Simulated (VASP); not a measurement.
# MnSi4C (P6/mmm) in VASP: a series of runs

Runs on MnSi4C. Level: PBE. Tasks: single point, relaxation of cell and atoms.

Program: VASP 6.6.1. These are calculated values, not measurements. Logs are shortened: lines on timing, memory, paths and dates and some standing lists are left out, and cuts for length are marked.

## (1) The cell of the first run

It takes space group P6/mmm (No. 191, hexagonal). The conventional cell has a = 3.480 Å, b = 3.480 Å, c = 7.040 Å, α = 90.00°, β = 90.00°, γ = 120.00°. Mn (site symmetry 6/mmm) has 12 Si at 2.75 Å and 6 Mn at 3.48 Å and 2 C at 3.52 Å within 3.6 Å. Within 2.8 Å of Si (site symmetry 3m) lie 3 Si at 2.01 Å and 3 C at 2.60 Å and 3 Mn at 2.75 Å. Within 3.6 Å of C (site symmetry 6/mmm) lie 12 Si at 2.60 Å and 6 C at 3.48 Å and 2 Mn at 3.52 Å.

The cell was built from a structure type or drawn by symmetry, and may not be a known phase.

## (2) Single point, PBE, collinear spin, ferromagnetic start

File INCAR:

```
PREC = Accurate
ENCUT = 520
EDIFF = 1E-6
ISMEAR = 0
SIGMA = 0.1
LREAL = False
LASPH = True
NELM = 150
ALGO = Normal
ISIF = 2
LWAVE = False
LCHARG = True
ISPIN = 2
MAGMOM = 4 0 0 0 0 0
LORBIT = 11
LMAXMIX = 4
GGA = PE
LELF = True
LVHAR = True
NBANDS = 30
```

File KPOINTS:

```
regular mesh
0
Gamma
  6 6 4
```

File POSCAR:

```
MnSi4C
1.0
    3.4804140300      0.0000000000      0.0000000000
   -1.7402070100      3.0141269700      0.0000000000
    0.0000000000      0.0000000000      7.0404053000
Mn Si C
1 4 1
Direct
    0.0000000000      0.0000000000      0.5000000000
    0.3333333300      0.6666666700      0.7665540000
    0.3333333300      0.6666666700      0.2334460000
    0.6666666700      0.3333333300      0.7665540000
    0.6666666700      0.3333333300      0.2334460000
    0.0000000000      0.0000000000      0.0000000000
```

Potentials or basis: VASP PAW PBE potentials, release 64 (Mn_pv, Si, C).

Started as:

```console
$ cat potpaw_PBE.64/Mn_pv/POTCAR potpaw_PBE.64/Si/POTCAR potpaw_PBE.64/C/POTCAR > POTCAR
$ mpirun -np 1 vasp_std > vasp.out
```

OUTCAR:

```text
PREC = Accurate
   ENCUT = 520
   EDIFF = 1E-6
   ISMEAR = 0
   LREAL = False
   LASPH = True
   NELM = 150
   ISIF = 2
   ISPIN = 2
   LORBIT = 11
   GGA = PE

 ion  position               nearest neighbor table
   1  0.000  0.000  0.500-   2 2.75   3 2.75   4 2.75   5 2.75   4 2.75   5 2.75   2 2.75   3 2.75
                             4 2.75   5 2.75   2 2.75   3 2.75
   2  0.333  0.667  0.767-   4 2.01   4 2.01   4 2.01   6 2.60   6 2.60   6 2.60   1 2.75   1 2.75
                             1 2.75
   3  0.333  0.667  0.233-   5 2.01   5 2.01   5 2.01   6 2.60   6 2.60   6 2.60   1 2.75   1 2.75
                             1 2.75
   4  0.667  0.333  0.767-   2 2.01   2 2.01   2 2.01   6 2.60   6 2.60   6 2.60   1 2.75   1 2.75
                             1 2.75
   5  0.667  0.333  0.233-   3 2.01   3 2.01   3 2.01   6 2.60   6 2.60   6 2.60   1 2.75   1 2.75
                             1 2.75
   6  0.000  0.000  0.000-   2 2.60   3 2.60   4 2.60   5 2.60   4 2.60   5 2.60   2 2.60   3 2.60
                             4 2.60   5 2.60   2 2.60   3 2.60

  LATTYP: Found a hexagonal cell.
 ALAT       =     3.4804140300
 C/A-ratio  =     2.0228643027

  Lattice vectors:

 A1 = (   3.4804140300,   0.0000000000,   0.0000000000)
 A2 = (  -1.7402070100,   3.0141269700,   0.0000000000)
 A3 = (   0.0000000000,   0.0000000000,   7.0404053000)

Analysis of symmetry for initial positions (statically):
=====================================================================
 Subroutine PRICEL returns:
 Original cell was already a primitive cell.

 Routine SETGRP: Setting up the symmetry group for a
 hexagonal supercell.

 Subroutine GETGRP returns: Found 24 space group operations
 (whereof 24 operations were pure point group operations)
 out of a pool of 24 trial point group operations.

The static configuration has the point symmetry D_6h.

Analysis of symmetry for dynamics (positions and initial velocities):
=====================================================================
 Subroutine PRICEL returns:
 Original cell was already a primitive cell.

 Routine SETGRP: Setting up the symmetry group for a
 hexagonal supercell.

 Subroutine GETGRP returns: Found 24 space group operations
 (whereof 24 operations were pure point group operations)
 out of a pool of 24 trial point group operations.

The dynamic configuration has the point symmetry D_6h.

Analysis of structural, dynamic, and magnetic symmetry:
=====================================================================
 Subroutine PRICEL returns:
 Original cell was already a primitive cell.

 Routine SETGRP: Setting up the symmetry group for a
 hexagonal supercell.

 Subroutine GETGRP returns: Found 24 space group operations
 (whereof 24 operations were pure point group operations)
 out of a pool of 24 trial point group operations.

The overall configuration has the point symmetry D_6h.

 Subroutine INISYM returns: Found 24 space group operations
 (whereof 24 operations are pure point group operations),
 and found     1 'primitive' translations

----------------------------------------------------------------------------------------

                                     Primitive cell

  volume of cell :      73.8567

  direct lattice vectors                    reciprocal lattice vectors
     3.480414030  0.000000000  0.000000000     0.287322138  0.165885513  0.000000000
    -1.740207010  3.014126970  0.000000000     0.000000000  0.331771027  0.000000000
     0.000000000  0.000000000  7.040405300     0.000000000  0.000000000  0.142037277

  length of vectors
     3.480414030  3.480414031  7.040405300     0.331771027  0.331771027  0.142037277

  position of ions in fractional coordinates (direct lattice)
     0.000000000  0.000000000  0.500000000
     0.333333330  0.666666670  0.766554000
     0.333333330  0.666666670  0.233446000
     0.666666670  0.333333330  0.766554000
     0.666666670  0.333333330  0.233446000
     0.000000000  0.000000000  0.000000000

  ion indices of the primitive-cell ions
   primitive index   ion index
                 1           1
                 2           2
                 3           3
                 4           4
                 5           5
                 6           6

----------------------------------------------------------------------------------------
[... 30 lines left out ...]
  0.500000 -0.000000  0.000000      3.000000
  0.166667  0.166667  0.000000      6.000000
  0.333333  0.166667  0.000000     12.000000
[... 13 lines left out ...]
  0.333333  0.166667  0.500000     12.000000
  0.333333  0.333333  0.500000      2.000000
   k-points           NKPTS =     21   k-points in BZ     NKDIM =     21   number of bands    NBANDS=     30
   number of dos      NEDOS =    301   number of ions     NIONS =      6
   total plane-waves  NPLWV =  42336
   dimension x,y,z NGX =    28 NGY =   28 NGZ =   54
   dimension x,y,z NGXF=    56 NGYF=   56 NGZF=  108
   ions per type =               1   4   1
   NGX,Y,Z   is equivalent  to a cutoff of  13.37, 13.37, 12.75 a.u.
   NGXF,Y,Z  is equivalent  to a cutoff of  26.75, 26.75, 25.50 a.u.
 SYSTEM =  unknown system
   PREC   = accura    normal or accurate (medium, high low for compatibility)
   ISTART =      0    job   : 0-new  1-cont  2-samecut
   ICHARG =      2    charge: 1-file 2-atom 10-const
   ISPIN  =      2    spin polarized calculation?
   LNONCOLLINEAR =      F non collinear calculations
   LSORBIT =      F    spin-orbit coupling
   LASPH  =      T    aspherical Exc in radial PAW
   ENCUT  =  520.0 eV  38.22 Ry    6.18 a.u.   6.47  6.47 13.09*2*pi/ulx,y,z
   NELM   =    150;   NELMIN=  2; NELMDL= -5     # of ELM steps
   EDIFF  = 0.1E-05   stopping-criterion for ELM
   LREAL  =      F    real-space projection
[... 7 lines left out ...]
   TEBEG  =    0.0;   TEEND  =   0.0 temperature during run
   PSTRESS=    0.0 pullay stress
   NELECT =      33.0000    total number of electrons
   NUPDOWN=      -1.0000    fix difference up-down
   EMIN   =  10.00;   EMAX   =-10.00  energy-range for DOS
   EFERMI =   0.00;   METHOD = LEGACY
   ISMEAR =     0;   SIGMA  =   0.10  broadening in eV -4-tet -1-fermi 0-gaus
   EFERMI_NEDOS =   21; number of points for ismear=-14 and -15
   IALGO  =     38    algorithm
   IMIX   =      4    mixing-type and parameters
     AMIX     =   0.40;   BMIX     =  1.00
     AMIX_MAG =   1.60;   BMIX_MAG =  1.00
  volume/ion in A,a.u.               =      12.31        83.07
  Fermi-wavevector in a.u.,A,eV,Ry     =   1.251554  2.365093 21.311980  1.566386
  Thomas-Fermi vector in A             =   2.385496
   LORBIT       =     11    0 simple, 1 ext, 2 COOP (PROOUT), +10 PAW based schemes
   GGA     = PE    functional components
   LHFCALC =     F    Hartree Fock is set to
   AEXX    =    0.0000 exact exchange contribution
   IVDW    =     0    specifies the selected vdW correction
   LEPSILON=     F    determine dielectric tensor
   LRPA    =     F    only Hartree local field effects (RPA)
 spin polarized calculation
 Gauss-broadening in eV      SIGMA  =   0.10
  energy-cutoff  :      520.00
  volume of cell :       73.86
 maximum number of plane-waves:      2031
 NGX is ok and might be reduce to    28
   NGX = 13   NGY = 13   NGZ = 27

 number of electron      32.9999986 magnetization       3.5103967

 Free energy of the ion-electron system (eV)
  ---------------------------------------------------
  ext. energy  EPLUGINS =         0.00000000
  ---------------------------------------------------
  free energy    TOTEN  =       -28.88712871 eV

  energy without entropy =      -28.86906734  energy(sigma->0) =      -28.87809802

 E-fermi :  10.0419     XC(G=0): -11.6442

 val. band max:       10.0407536543   @ k =   0.1667   0.0000   0.0000
 cond. band min:      10.0897698853   @ k =   0.3333   0.0000   0.0000
 fundamental gap:      0.0490162310
 Fermi energy:        10.0418632241

 spin component 1

 k-point     1 :       0.0000    0.0000    0.0000
  band No.  band energies     occupation
      1     -39.6617      1.00000
      2     -39.6617      1.00000
      3     -39.6494      1.00000
      4      -5.1991      1.00000
      5      -3.3967      1.00000
      6      -0.1748      1.00000
[... 640 lines left out ...]
     27      17.6807      0.00000
     28      17.6807      0.00000
 Fermi energy:        10.0418632241

 spin component 2

 k-point     1 :       0.0000    0.0000    0.0000
  band No.  band energies     occupation
      1     -36.2162      1.00000
      2     -36.0919      1.00000
      3     -36.0919      1.00000
      4      -5.1480      1.00000
      5      -3.3668      1.00000
      6      -0.0695      1.00000
[... 640 lines left out ...]
     27      17.8048      0.00000
     28      17.8048      0.00000
 [bands above 28 left out]

------------------------ aborting loop because EDIFF is reached ----------------------------------------

  FORCE on cell =-STRESS in cart. coord.  units (eV):
  Direction    XX          YY          ZZ          XY          YZ          ZX
  --------------------------------------------------------------------------------------
  -------------------------------------------------------------------------------------
  Total       32.0508616     32.0508617     -1.3504985      0.0000001     -0.0000000     -0.0000000
  in kB      695.2807033    695.2807053    -29.2964215      0.0000012     -0.0000000     -0.0000000
  external PRESSURE =     453.7549957 kB  Pullay stress =       0.0000000 kB

 VOLUME and BASIS-vectors are now :
 -----------------------------------------------------------------------------
  energy-cutoff  :      520.00
  volume of cell :       73.86
      direct lattice vectors                 reciprocal lattice vectors
     3.480414030  0.000000000  0.000000000     0.287322138  0.165885513  0.000000000
    -1.740207010  3.014126970  0.000000000     0.000000000  0.331771027  0.000000000
     0.000000000  0.000000000  7.040405300     0.000000000  0.000000000  0.142037277

 POSITION                                       TOTAL-FORCE (eV/Angst)
 -----------------------------------------------------------------------------------
      0.00000      0.00000      3.52020        -0.000000      0.000000      0.000000
     -0.00000      2.00942      5.39685         0.000000      0.000000      0.113440
     -0.00000      2.00942      1.64355         0.000000     -0.000000     -0.113440
      1.74021      1.00471      5.39685        -0.000000      0.000000      0.113440
      1.74021      1.00471      1.64355        -0.000000      0.000000     -0.113440
      0.00000      0.00000      0.00000        -0.000000      0.000000      0.000000
 -----------------------------------------------------------------------------------
    total drift:                               -0.000000     -0.000000      0.000000

  FREE ENERGIE OF THE ION-ELECTRON SYSTEM (eV)
  ---------------------------------------------------
  free  energy   TOTEN  =       -28.8871287078 eV

  energy  without entropy=      -28.8690673415  energy(sigma->0) =      -28.87809802

 total charge

# of ion       s       p       d       tot
------------------------------------------
    1        0.258   6.187   5.113  11.558
    2        0.811   1.113   0.000   1.923
    3        0.811   1.113   0.000   1.923
    4        0.811   1.113   0.000   1.923
    5        0.811   1.113   0.000   1.923
    6        0.992   1.126   0.000   2.118
--------------------------------------------------
tot          4.492  11.764   5.113  21.370

 magnetization (x)

# of ion       s       p       d       tot
------------------------------------------
    1        0.037   0.019   3.291   3.347
    2        0.012  -0.005   0.000   0.007
    3        0.012  -0.005   0.000   0.007
    4        0.012  -0.005   0.000   0.007
    5        0.012  -0.005   0.000   0.007
    6       -0.000   0.060   0.000   0.060
--------------------------------------------------
tot          0.084   0.059   3.291   3.434
```

Wall time 75 s (1 thread of Intel Xeon 6975P-C (Granite Rapids), shared host); peak memory 0.26 GiB.

What came out:

| Property | Result |
| --- | --- |
| Free energy | -28.8871 eV |
| Pressure | 45.4 GPa |
| Largest force | 0.113 eV/Å |
| Net moment | 3.51 μB per cell |
| Site moments | Mn +3.35; Si +0.01; C +0.06 μB |
| Valence electrons inside the program's atomic spheres | Mn 11.56; Si 1.92; C 2.12 |

Forces in eV/Å, atoms in the order of the input:
```
Mn   0.000  0.000  0.000
Si   0.000  0.000  0.113
Si   0.000  0.000 -0.113
Si   0.000  0.000  0.113
Si   0.000  0.000 -0.113
C    0.000  0.000  0.000
```

Stress tensor (GPa, compression positive):
```
69.53  0.00  0.00
 0.00 69.53  0.00
 0.00  0.00 -2.93
```

Caveat: the cell stands under pressure.

## (3) Single point, PBE, collinear spin, ferromagnetic start

This run uses another cell than the first one, of 13.02 Å³/atom.

File INCAR:

```
SYSTEM = MnSi4C
PREC = Accurate ; ENCUT = 520
EDIFF = 1E-6 ; ISMEAR = 0
SIGMA = 0.1 ; LREAL = .FALSE.
LASPH = .TRUE. ; NELM = 150
ALGO = Normal ; ISIF = 2
LWAVE = .FALSE. ; LCHARG = .FALSE.
ISPIN = 2 ; MAGMOM = 4 0 0 0 0 0
LORBIT = 11 ; LMAXMIX = 4
GGA = PE ; NBANDS = 30
```

File KPOINTS:

```
Automatic mesh
0
G
  6 6 4
  0 0 0
```

File POSCAR:

```
MnSi4C
1.0
    4.3409332327     -0.0000000036      0.0000000000
   -2.1704666132      3.7593584574      0.0000000000
    0.0000000000      0.0000000000      4.7862622683
Mn Si C
1 4 1
Direct
    0.0000000000      0.0000000000      0.5000000000
    0.3333333333      0.6666666667      0.7541761562
    0.3333333333      0.6666666667      0.2458238438
    0.6666666667      0.3333333333      0.7541761562
    0.6666666667      0.3333333333      0.2458238438
    0.0000000000      0.0000000000      0.0000000000
```

Potentials or basis: VASP PAW PBE potentials, release 64 (Mn_pv, Si, C).

Started as:

```console
$ cat potpaw_PBE.64/Mn_pv/POTCAR potpaw_PBE.64/Si/POTCAR potpaw_PBE.64/C/POTCAR > POTCAR
$ mpirun -np 1 vasp_std > vasp.out
```

Run time: 62 s. Hardware: 1 thread of Intel Xeon 6975P-C (Granite Rapids), shared host; peak memory 0.25 GiB.

The run converged. Its results:

```yaml
Free_energy: -33.9584 eV
Pressure: 0.0 GPa
Largest_force: 0.009 eV/Å
Net_moment: 2.65 μB per cell
Site_moments: Mn +2.73; Si -0.02; C +0.04 μB
Valence_electrons_inside_the_program's_atomic_spheres: Mn 11.57; Si 1.62; C 2.09
```

Forces on the atoms (eV/Å):
```
Mn   0.000  0.000  0.000
Si   0.000  0.000 -0.009
Si   0.000  0.000  0.009
Si   0.000  0.000 -0.009
Si   0.000  0.000  0.009
C    0.000  0.000  0.000
```

Levels at points of the mesh, in eV from the Fermi level:
Spin up:
| k point | band 15 | band 16 | band 17 | band 18 | band 19 | band 20 | band 21 | band 22 |
| --- | --- | --- | --- | --- | --- | --- | --- | --- |
| (0.00, 0.00, 0.00) | -0.96 | -0.96 | -0.88 | -0.85 | 0.10 | 0.15 | 0.15 | 2.58 |
| (0.50, 0.00, 0.00) | -0.97 | -0.94 | -0.72 | -0.42 | 0.27 | 0.69 | 1.03 | 3.58 |
| (0.00, 0.00, 0.50) | -2.87 | -0.82 | -0.82 | -0.13 | -0.03 | -0.03 | 0.29 | 0.29 |
| (0.50, 0.00, 0.50) | -1.33 | -0.40 | 0.65 | 0.81 | 1.48 | 1.52 | 2.39 | 3.13 |
Spin down:
| k point | band 11 | band 12 | band 13 | band 14 | band 15 | band 16 | band 17 | band 18 | band 19 | band 20 |
| --- | --- | --- | --- | --- | --- | --- | --- | --- | --- | --- |
| (0.00, 0.00, 0.00) | -3.45 | -3.45 | -0.94 | -0.47 | -0.47 | -0.05 | 0.08 | 0.08 | 0.80 | 0.80 |
| (0.50, 0.00, 0.00) | -4.09 | -2.11 | -1.80 | -1.04 | -0.28 | -0.17 | 1.20 | 1.51 | 1.65 | 1.84 |
| (0.00, 0.00, 0.50) | -3.46 | -3.46 | -3.37 | -2.88 | -2.88 | -0.19 | 0.04 | 0.04 | 1.37 | 1.37 |
| (0.50, 0.00, 0.50) | -4.20 | -0.96 | -0.43 | -0.08 | 0.60 | 1.06 | 1.14 | 1.45 | 1.69 | 1.77 |

(Continued in part 2 of 2.)
